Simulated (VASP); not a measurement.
# Ag3SnSe (Pm-3m) in VASP: notebook

The runs below take Ag3SnSe through single point, relaxation of cell and atoms, with PBE.

Program: VASP 6.6.1. These are calculated values, not measurements. Logs are shortened: lines on timing, memory, paths and dates and some standing lists are left out, and cuts for length are marked.

## (1) The cell of the first run

It takes space group Pm-3m (No. 221, cubic). The conventional cell has a = 4.938 Å, b = 4.938 Å, c = 4.938 Å, α = 90.00°, β = 90.00°, γ = 90.00°. Ag (site symmetry 4/mmm) has 2 Se at 2.47 Å within 3.3 Å. Sn (site symmetry m-3m) has 12 Ag at 3.49 Å and 8 Se at 4.28 Å within 4.6 Å. Se (site symmetry m-3m) has 6 Ag at 2.47 Å within 3.3 Å.

The cell was built from a structure type or drawn by symmetry, and may not be a known phase.

## (2) Single point, PBE, collinear spin

INCAR

```
ALGO = Normal
EDIFF = 1E-7
ENCUT = 520
GGA = PE
ISIF = 2
ISMEAR = 0
ISPIN = 2
LASPH = True
LCHARG = False
LMAXMIX = 4
LORBIT = 11
LREAL = False
LWAVE = False
MAGMOM = 1 1 1 0 0
NBANDS = 38
NELM = 150
PREC = Accurate
SIGMA = 0.1
```

KPOINTS

```
k-points
0
Gamma
  4 4 4
```

POSCAR

```
Ag3SnSe
1.0
    4.9381304200      0.0000000000      0.0000000000
    0.0000000000      4.9381304200      0.0000000000
    0.0000000000      0.0000000000      4.9381304200
Ag Sn Se
3 1 1
Direct
    0.5000000000      0.0000000000      0.0000000000
    0.0000000000      0.5000000000      0.0000000000
    0.0000000000      0.0000000000      0.5000000000
    0.5000000000      0.5000000000      0.5000000000
    0.0000000000      0.0000000000      0.0000000000
```

Potentials or basis: VASP PAW PBE potentials, release 64 (Ag, Sn_d, Se).

The run is started by

```console
cat potpaw_PBE.64/Ag/POTCAR potpaw_PBE.64/Sn_d/POTCAR potpaw_PBE.64/Se/POTCAR > POTCAR
mpirun -np 1 vasp_std > vasp.out
```

OUTCAR:

```text
EDIFF = 1E-7
   ENCUT = 520
   GGA = PE
   ISIF = 2
   ISMEAR = 0
   ISPIN = 2
   LASPH = True
   LORBIT = 11
   LREAL = False
   NELM = 150
   PREC = Accurate

 ion  position               nearest neighbor table
   1  0.500  0.000  0.000-   5 2.47   5 2.47   4 3.49   2 3.49   3 3.49   4 3.49   2 3.49   4 3.49
                             4 3.49   2 3.49   3 3.49   3 3.49   3 3.49   2 3.49
   2  0.000  0.500  0.000-   5 2.47   5 2.47   4 3.49   1 3.49   3 3.49   4 3.49   1 3.49   3 3.49
                             3 3.49   3 3.49   1 3.49   4 3.49   4 3.49   1 3.49
   3  0.000  0.000  0.500-   5 2.47   5 2.47   4 3.49   1 3.49   1 3.49   2 3.49   2 3.49   2 3.49
                             4 3.49   2 3.49   1 3.49   4 3.49   1 3.49   4 3.49
   4  0.500  0.500  0.500-   1 3.49   2 3.49   3 3.49   1 3.49   2 3.49   1 3.49   3 3.49   1 3.49
                             2 3.49   3 3.49   2 3.49   3 3.49
   5  0.000  0.000  0.000-   1 2.47   2 2.47   3 2.47   3 2.47   2 2.47   1 2.47

  LATTYP: Found a simple cubic cell.
 ALAT       =     4.9381304200

  Lattice vectors:

 A1 = (   4.9381304200,   0.0000000000,   0.0000000000)
 A2 = (   0.0000000000,   4.9381304200,   0.0000000000)
 A3 = (   0.0000000000,   0.0000000000,   4.9381304200)

Analysis of symmetry for initial positions (statically):
=====================================================================
 Subroutine PRICEL returns:
 Original cell was already a primitive cell.

 Routine SETGRP: Setting up the symmetry group for a
 simple cubic supercell.

 Subroutine GETGRP returns: Found 48 space group operations
 (whereof 48 operations were pure point group operations)
 out of a pool of 48 trial point group operations.

The static configuration has the point symmetry O_h .

Analysis of symmetry for dynamics (positions and initial velocities):
=====================================================================
 Subroutine PRICEL returns:
 Original cell was already a primitive cell.

 Routine SETGRP: Setting up the symmetry group for a
 simple cubic supercell.

 Subroutine GETGRP returns: Found 48 space group operations
 (whereof 48 operations were pure point group operations)
 out of a pool of 48 trial point group operations.

The dynamic configuration has the point symmetry O_h .

Analysis of structural, dynamic, and magnetic symmetry:
=====================================================================
 Subroutine PRICEL returns:
 Original cell was already a primitive cell.

 Routine SETGRP: Setting up the symmetry group for a
 simple cubic supercell.

 Subroutine GETGRP returns: Found 48 space group operations
 (whereof 48 operations were pure point group operations)
 out of a pool of 48 trial point group operations.

The overall configuration has the point symmetry O_h .

 Subroutine INISYM returns: Found 48 space group operations
 (whereof 48 operations are pure point group operations),
 and found     1 'primitive' translations

----------------------------------------------------------------------------------------

                                     Primitive cell

  volume of cell :     120.4170

  direct lattice vectors                    reciprocal lattice vectors
     4.938130420  0.000000000  0.000000000     0.202505790  0.000000000  0.000000000
     0.000000000  4.938130420  0.000000000     0.000000000  0.202505790  0.000000000
     0.000000000  0.000000000  4.938130420     0.000000000  0.000000000  0.202505790

  length of vectors
     4.938130420  4.938130420  4.938130420     0.202505790  0.202505790  0.202505790

  position of ions in fractional coordinates (direct lattice)
     0.500000000  0.000000000  0.000000000
     0.000000000  0.500000000  0.000000000
     0.000000000  0.000000000  0.500000000
     0.500000000  0.500000000  0.500000000
     0.000000000  0.000000000  0.000000000

  ion indices of the primitive-cell ions
   primitive index   ion index
                 1           1
                 2           2
                 3           3
                 4           4
                 5           5

----------------------------------------------------------------------------------------

 KPOINTS: k-points

Automatic generation of k-mesh.
 Grid dimensions read from file:
 generate k-points for:    4    4    4

 Generating k-lattice:

  Cartesian coordinates                     Fractional coordinates (reciprocal lattice)
     0.050626447  0.000000000  0.000000000     0.250000000  0.000000000  0.000000000
     0.000000000  0.050626447  0.000000000     0.000000000  0.250000000  0.000000000
     0.000000000  0.000000000  0.050626447     0.000000000  0.000000000  0.250000000

  Length of vectors
     0.050626447  0.050626447  0.050626447

  Shift w.r.t. Gamma in fractional coordinates (k-lattice)
     0.000000000  0.000000000  0.000000000

 Subroutine IBZKPT returns following result:
 ===========================================

 Found     10 irreducible k-points:

[... 77 lines left out ...]
  free energy    TOTEN  =       -13.56569363 eV

  energy without entropy =      -13.56114748  energy(sigma->0) =      -13.56342056

 E-fermi :   6.1529     XC(G=0): -10.1876

 val. band max:        6.0860418012   @ k =   0.5000   0.5000   0.0000
 cond. band min:       6.3426140404   @ k =   0.2500   0.2500   0.0000
 fundamental gap:      0.2565722392
 Fermi energy:         6.1529276361

 spin component 1

 k-point     1 :       0.0000    0.0000    0.0000
  band No.  band energies     occupation
      1     -15.6775      1.00000
      2     -15.6775      1.00000
      3     -15.6775      1.00000
      4     -15.6759      1.00000
      5     -15.6759      1.00000
      6      -9.1671      1.00000
[... 30 lines left out ...]
     37      14.2498      0.00000
     38      14.4776      0.00000

 k-point     2 :       0.2500    0.0000    0.0000
  band No.  band energies     occupation
      1     -15.6776      1.00000
      2     -15.6776      1.00000
      3     -15.6774      1.00000
      4     -15.6757      1.00000
      5     -15.6747      1.00000
      6      -9.0457      1.00000
[... 30 lines left out ...]
     37      13.5837      0.00000
     38      14.4411      0.00000
[... 285 lines left out ...]
     37      14.8087      0.00000
     38      14.8087      0.00000

 k-point    10 :       0.5000    0.5000    0.5000
  band No.  band energies     occupation
      1     -15.6786      1.00000
      2     -15.6786      1.00000
      3     -15.6786      1.00000
      4     -15.6723      1.00000
      5     -15.6723      1.00000
      6      -8.3617      1.00000
[... 30 lines left out ...]
     37      13.5632      0.00000
     38      16.3655      0.00000
 Fermi energy:         6.1529276361

 spin component 2

 k-point     1 :       0.0000    0.0000    0.0000
  band No.  band energies     occupation
      1     -15.6775      1.00000
      2     -15.6775      1.00000
      3     -15.6775      1.00000
      4     -15.6759      1.00000
      5     -15.6759      1.00000
      6      -9.1671      1.00000
[... 30 lines left out ...]
     37      14.2498      0.00000
     38      14.4776      0.00000

 k-point     2 :       0.2500    0.0000    0.0000
  band No.  band energies     occupation
      1     -15.6776      1.00000
      2     -15.6776      1.00000
      3     -15.6774      1.00000
      4     -15.6757      1.00000
      5     -15.6747      1.00000
      6      -9.0457      1.00000
[... 30 lines left out ...]
     37      13.5836      0.00000
     38      14.4410      0.00000
[... 285 lines left out ...]
     37      14.8087      0.00000
     38      14.8087      0.00000

 k-point    10 :       0.5000    0.5000    0.5000
  band No.  band energies     occupation
      1     -15.6786      1.00000
      2     -15.6786      1.00000
      3     -15.6786      1.00000
      4     -15.6723      1.00000
      5     -15.6723      1.00000
      6      -8.3617      1.00000
[... 30 lines left out ...]
     37      13.5632      0.00000
     38      16.3654      0.00000

------------------------ aborting loop because EDIFF is reached ----------------------------------------

  FORCE on cell =-STRESS in cart. coord.  units (eV):
  Direction    XX          YY          ZZ          XY          YZ          ZX
  --------------------------------------------------------------------------------------
  -------------------------------------------------------------------------------------
  Total        3.2767360      3.2767360      3.2767360      0.0000000      0.0000000     -0.0000000
  in kB       43.5977796     43.5977796     43.5977796      0.0000000      0.0000000     -0.0000000
  external PRESSURE =      43.5977796 kB  Pullay stress =       0.0000000 kB

 VOLUME and BASIS-vectors are now :
 -----------------------------------------------------------------------------
  energy-cutoff  :      520.00
  volume of cell :      120.42
      direct lattice vectors                 reciprocal lattice vectors
     4.938130420  0.000000000  0.000000000     0.202505790  0.000000000  0.000000000
     0.000000000  4.938130420  0.000000000     0.000000000  0.202505790  0.000000000
     0.000000000  0.000000000  4.938130420     0.000000000  0.000000000  0.202505790

 POSITION                                       TOTAL-FORCE (eV/Angst)
 -----------------------------------------------------------------------------------
      2.46907      0.00000      0.00000         0.000000      0.000000      0.000000
      0.00000      2.46907      0.00000         0.000000      0.000000      0.000000
      0.00000      0.00000      2.46907         0.000000      0.000000      0.000000
      2.46907      2.46907      2.46907         0.000000      0.000000      0.000000
      0.00000      0.00000      0.00000         0.000000      0.000000      0.000000
 -----------------------------------------------------------------------------------
    total drift:                               -0.000000      0.000000     -0.000000

  FREE ENERGIE OF THE ION-ELECTRON SYSTEM (eV)
  ---------------------------------------------------
  free  energy   TOTEN  =       -13.5656936305 eV

  energy  without entropy=      -13.5611474806  energy(sigma->0) =      -13.56342056

 total charge

# of ion       s       p       d       tot
------------------------------------------
    1        0.386   0.247   9.220   9.853
    2        0.386   0.247   9.220   9.853
    3        0.386   0.247   9.220   9.853
    4        1.317   0.748   9.940  12.006
    5        1.475   2.365   0.097   3.937
--------------------------------------------------
tot          3.951   3.855  37.697  45.503

 magnetization (x)

# of ion       s       p       d       tot
------------------------------------------
    1       -0.000  -0.000   0.000  -0.000
    2       -0.000  -0.000   0.000  -0.000
    3       -0.000  -0.000   0.000  -0.000
    4        0.000   0.000   0.000   0.000
    5        0.000   0.000  -0.000   0.000
--------------------------------------------------
tot         -0.000   0.000   0.000   0.000
```

It took 49 s on 1 thread of AMD EPYC 9R45 (Zen 5), shared host; peak memory 0.28 GiB.

Results:

```
Free energy                                           : -13.5657 eV
Pressure                                              : 4.4 GPa
Net moment                                            : 0.00 μB per cell
Valence electrons inside the program's atomic spheres : Ag 9.85; Sn 12.01; Se 3.94
```

Levels at points of the mesh, in eV from the Fermi level:
Spin up:
| k point | band 24 | band 25 | band 26 | band 27 | band 28 | band 29 |
| --- | --- | --- | --- | --- | --- | --- |
| (0.00, 0.00, 0.00) | -4.14 | -3.42 | 0.20 | 0.20 | 0.20 | 0.82 |
| (0.50, 0.00, 0.00) | -3.19 | -2.64 | -1.95 | 0.48 | 0.48 | 1.30 |
| (0.50, 0.50, 0.00) | -3.44 | -2.46 | -0.07 | 0.75 | 0.75 | 1.44 |
| (0.50, 0.50, 0.50) | -2.27 | -2.27 | -2.23 | -2.23 | -2.23 | 5.00 |
Spin down:
```tsv
k point	band 22	band 23	band 24	band 25	band 26	band 27	band 28	band 29	band 30	band 31
(0.00, 0.00, 0.00)	-4.26	-4.26	-4.14	-3.42	0.20	0.20	0.20	0.82	0.82	0.88
(0.50, 0.00, 0.00)	-4.26	-3.19	-3.19	-2.64	-1.95	0.48	0.48	1.30	3.37	4.58
(0.50, 0.50, 0.00)	-4.28	-3.44	-3.44	-2.46	-0.07	0.75	0.75	1.44	1.73	3.57
(0.50, 0.50, 0.50)	-3.93	-2.27	-2.27	-2.27	-2.23	-2.23	-2.23	5.00	5.00	5.00
```

Caveat: the cell stands under pressure; spin-orbit coupling is left out, which moves the levels of the heavy elements.

## (3) Single point, PBE, collinear spin

This run uses another cell than the first one, of 25.82 Å³/atom.

INCAR

```
PREC = Accurate
ENCUT = 520
EDIFF = 1E-7
ISMEAR = 0
SIGMA = 0.1
LREAL = F
LASPH = T
NELM = 150
ALGO = Normal
ISIF = 2
LWAVE = F
LCHARG = F
ISPIN = 2
MAGMOM = 1 1 1 0 0
LORBIT = 11
LMAXMIX = 4
GGA = PE
NBANDS = 38
```

KPOINTS

```
Automatic mesh
0
Gamma
  4 4 4
```

Edit POSCAR of step 2 so:

```diff
@@ -2,5 +2,5 @@
 1.0
-    4.9381304200      0.0000000000      0.0000000000
-    0.0000000000      4.9381304200      0.0000000000
-    0.0000000000      0.0000000000      4.9381304200
+    5.0538433559      0.0000000000      0.0000000000
+    0.0000000000      5.0538433559      0.0000000000
+    0.0000000000      0.0000000000      5.0538433559
 Ag Sn Se
```

Potentials or basis: VASP PAW PBE potentials, release 64 (Ag, Sn_d, Se).

The run is started by

```console
cat potpaw_PBE.64/Ag/POTCAR potpaw_PBE.64/Sn_d/POTCAR potpaw_PBE.64/Se/POTCAR > POTCAR
mpirun -np 1 vasp_std > vasp.out
```

It took 50 s on 1 thread of AMD EPYC 9R45 (Zen 5), shared host; peak memory 0.29 GiB.

The run converged. Its results:

* Free energy: -13.6884 eV
* Pressure: 0.4 GPa
* Net moment: 0.00 μB per cell
* Valence electrons inside the program's atomic spheres: Ag 9.80; Sn 11.98; Se 3.88

Levels at points of the mesh, in eV from the Fermi level:
Spin up:
```csv
k point,band 22,band 23,band 24,band 25,band 26,band 27,band 28,band 29,band 30,band 31
"(0.00, 0.00, 0.00)",-4.07,-4.07,-3.97,-3.43,0.27,0.27,0.27,0.54,0.82,0.82
"(0.50, 0.00, 0.00)",-4.07,-3.04,-3.04,-2.62,-1.93,0.51,0.51,1.27,3.41,4.26
"(0.50, 0.50, 0.00)",-4.12,-3.26,-3.26,-2.39,-0.05,0.68,0.68,1.36,1.78,3.61
"(0.50, 0.50, 0.50)",-3.88,-2.21,-2.21,-2.21,-1.92,-1.92,-1.92,4.65,4.65,4.65
```
Spin down:
| k point | band 22 | band 23 | band 24 | band 25 | band 26 | band 27 | band 28 | band 29 | band 30 | band 31 |
| --- | --- | --- | --- | --- | --- | --- | --- | --- | --- | --- |
| (0.00, 0.00, 0.00) | -4.07 | -4.07 | -3.97 | -3.43 | 0.27 | 0.27 | 0.27 | 0.54 | 0.82 | 0.82 |
| (0.50, 0.00, 0.00) | -4.07 | -3.04 | -3.04 | -2.62 | -1.93 | 0.51 | 0.51 | 1.27 | 3.41 | 4.26 |
| (0.50, 0.50, 0.00) | -4.12 | -3.26 | -3.26 | -2.39 | -0.05 | 0.68 | 0.68 | 1.36 | 1.78 | 3.61 |
| (0.50, 0.50, 0.50) | -3.88 | -2.21 | -2.21 | -2.21 | -1.92 | -1.92 | -1.92 | 4.65 | 4.65 | 4.65 |

Caveat: spin-orbit coupling is left out, which moves the levels of the heavy elements.

## (4) Relaxation of cell and atoms, PBE

This run uses another cell than the first one, of 25.82 Å³/atom.

INCAR

```
ALGO = Normal
EDIFF = 1E-6
EDIFFG = -0.01
ENCUT = 600
GGA = PE
IBRION = 2
ISIF = 3
ISMEAR = 0
LASPH = True
LCHARG = False
LREAL = False
LWAVE = False
NELM = 60
NSW = 100
PREC = Accurate
SIGMA = 0.1
```

KPOINTS

```
k-points
0
Gamma
  8 8 8
```

POSCAR is that of step 3.

The run is started by

```console
cat potpaw_PBE.64/Ag/POTCAR potpaw_PBE.64/Sn_d/POTCAR potpaw_PBE.64/Se/POTCAR > POTCAR
mpirun -np 1 vasp_std > vasp.out
```

It took 94 s on 1 thread of AMD EPYC 9R45 (Zen 5), shared host; peak memory 0.34 GiB.

It converged, with:

```
Free energy                           : -13.6319 eV
Relaxed volume                        : 26.17 Å³/atom
Relaxed cell                          : a = 5.077 Å, b = 5.077 Å, c = 5.077 Å, α = 90.00°, β = 90.00°, γ = 90.00°
Space group after relaxing (to 0.1 Å) : Pm-3m (No. 221)
Energy gained by relaxing             : 0.6 meV/atom
Ionic steps                           : 2
Pressure after relaxing               : 0.0 GPa
Band gap on the k mesh                : zero (an odd number of electrons rules out a gap without spin polarisation)
```

Step by step:
| step | energy change (eV) | largest force (eV/Å) | pressure (GPa) | volume (Å³) |
| --- | --- | --- | --- | --- |
| 1 | 0.0000 | 0.0000 | 0.59 | 129.08 |
| 2 | -0.0032 | 0.0000 | -0.01 | 130.87 |

Final structure:
```xyz
5
Lattice="5.0770 0.0000 0.0000 0.0000 5.0770 0.0000 0.0000 0.0000 5.0770" Properties=species:S:1:pos:R:3 pbc="T T T"
Ag    2.5385    0.0000    0.0000
Ag    0.0000    2.5385    0.0000
Ag    0.0000    0.0000    2.5385
Sn    2.5385    2.5385    2.5385
Se    0.0000    0.0000    0.0000
```

Levels at points of the mesh, in eV from the Fermi level:
```csv
k point,band 22,band 23,band 24,band 25,band 26,band 27,band 28,band 29,band 30,band 31
"(0.00, 0.00, 0.00)",-4.05,-4.05,-3.96,-3.44,0.27,0.27,0.27,0.48,0.80,0.80
"(0.50, 0.00, 0.00)",-4.05,-3.02,-3.02,-2.62,-1.93,0.51,0.51,1.25,3.41,4.19
"(0.50, 0.50, 0.00)",-4.11,-3.24,-3.24,-2.38,-0.05,0.66,0.66,1.34,1.79,3.61
"(0.50, 0.50, 0.50)",-3.88,-2.21,-2.21,-2.21,-1.87,-1.87,-1.87,4.58,4.58,4.58
```

Caveat: spin-orbit coupling is left out, which moves the levels of the heavy elements.

## (5) Overview

```csv
task,spin,cell,k mesh,cutoff (eV),gap on the mesh (eV),pressure (GPa),moment (μB)
single point,collinear,"a = 4.938 Å, 5 atoms",4 × 4 × 4,520,none,4.4,0.00
single point,collinear,"a = 5.054 Å, 5 atoms",4 × 4 × 4,520,none,0.4,0.00
relaxation of cell and atoms,off,"relaxed from a = 5.054 Å, 5 atoms",8 × 8 × 8,600,none,0.0,-
```

Alike in all rows: level PBE; potentials or basis VASP PAW PBE potentials, release 64 (Ag, Sn_d, Se); smearing gaussian 0.1 eV.

Caveats: spin-orbit coupling is left out, which moves the levels of the heavy elements; the cell stands under pressure (at least some runs).

Total energies depend on the potentials used, so only differences within one code and one set of settings carry meaning.
